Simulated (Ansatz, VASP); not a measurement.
## BN: VASP beside Ansatz

```
B N
1.0
     0.00000    1.79404    1.79404
     1.79404    0.00000    1.79404
     1.79404    1.79404    0.00000
B N
1 1
Direct
  0.00000 0.00000 0.00000
  0.25000 0.25000 0.25000
```

Alike in both runs: task single point; functional PBE; k mesh 10 × 10 × 10; no spin polarisation.

|  | VASP | Ansatz |
| --- | --- | --- |
| version | VASP 6.6.1 | Ansatz 0.2.0 |
| potentials or method | VASP PAW PBE potentials, release 64 (B, N) | plane waves, PAW |
| plane-wave cutoff (eV) | 520 | 420 |
| occupations | gaussian, width 0.01 eV | fixed |
| valence electrons in the cell | 8 | 8 |

|  | VASP | Ansatz | Ansatz less VASP |
| --- | --- | --- | --- |
| gap on the k mesh at the Fermi level (eV) | 4.48 | 4.49 | +0.010 |
| pressure (GPa) | 12.3 | 12.0 | -0.36 |
